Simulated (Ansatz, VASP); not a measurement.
**Two plane-wave programs on CuO**

File INCAR:

```
PREC = Accurate
ENCUT = 520
EDIFF = 1E-6
ISMEAR = -1
SIGMA = 0.05
LREAL = False
LASPH = True
NELM = 150
ALGO = Normal
ISIF = 2
LWAVE = False
LCHARG = True
ISPIN = 2
MAGMOM = 1 1 1 1 0 0 0 0
LORBIT = 11
LMAXMIX = 4
GGA = PE
LELF = True
LVHAR = True
NBANDS = 48
```

Contents of KPOINTS:

```
Automatic mesh
0
Gamma
  4 7 4
```

Contents of POSCAR:

```
CuO
1.0
    4.6791000000     -3.4805000000      0.0000000000
    2.3395500000      1.7402500000      0.0000000000
   -0.7652000000      0.0000000000      5.0607800000
Cu O
4 4
Direct
    0.0000000000      0.5000000000      0.0000000000
    0.5000000000      0.5000000000      0.0000000000
    0.2500000000      0.0000000000      0.5000000000
    0.7500000000      0.0000000000      0.5000000000
    0.2738500000      0.4523000000      0.2500000000
    0.7738500000      0.4523000000      0.2500000000
    0.2261500000      0.5477000000      0.7500000000
    0.7261500000      0.5477000000      0.7500000000
```

Input for Ansatz:

```yaml
crystal:
  lattice:
    - [4.6791, -3.4805, 0.0]
    - [2.33955, 1.74025, 0.0]
    - [-0.7652, 0.0, 5.06078]
  atoms:
    - { symbol: Cu, position: [0.0, 0.5, 0.0], spin: 1.0 }
    - { symbol: Cu, position: [0.5, 0.5, 0.0], spin: 1.0 }
    - { symbol: Cu, position: [0.25, 0.0, 0.5], spin: 1.0 }
    - { symbol: Cu, position: [0.75, 0.0, 0.5], spin: 1.0 }
    - { symbol: O, position: [0.27385, 0.4523, 0.25] }
    - { symbol: O, position: [0.77385, 0.4523, 0.25] }
    - { symbol: O, position: [0.22615, 0.5477, 0.75] }
    - { symbol: O, position: [0.72615, 0.5477, 0.75] }
magnetization:
  spin_polarized: true
hamiltonian:
  xc: pbe
  pseudopotentials: { kind: paw }
basis:
  ecutwfc: 420
kpoints:
  mp_grid: { grid: [4, 7, 4] }
scf:
  occupations: { method: fermi_dirac, width: 0.05 }
  lower_state_search: "off"
output:
  forces: true
  stress: true
```

Alike in both runs: task single point; functional PBE; k mesh 4 × 7 × 4; occupations fermi-dirac, width 0.05 eV; collinear spin.

```csv
,VASP,Ansatz
version,VASP 6.6.1,Ansatz 0.2.0
potentials or method,"VASP PAW PBE potentials, release 64 (Cu, O), cutoff 520 eV","PAW, plane waves, scalar-relativistic"
valence electrons in the cell,68,100
```

|  | VASP | Ansatz | Ansatz less VASP |
| --- | --- | --- | --- |
| pressure (GPa) | 7.5 | 6.8 | -0.69 |
| traceless stress, the component that is largest in VASP (GPa) | 2.55 | 2.36 | -0.196 |
| rms of the force components (eV/Å) | 0.091 | 0.071 | -0.0197 |
| net moment per atom (μB) | 0.00 | 0.00 | 0.000 |

Atom by atom the forces differ by 0.020 eV/Å (rms over components). VASP's potentials hold 68 valence electrons a cell and Ansatz's 100, so a difference there can come from the potentials and not from the codes. Ansatz's warnings: seeded moment not kept.
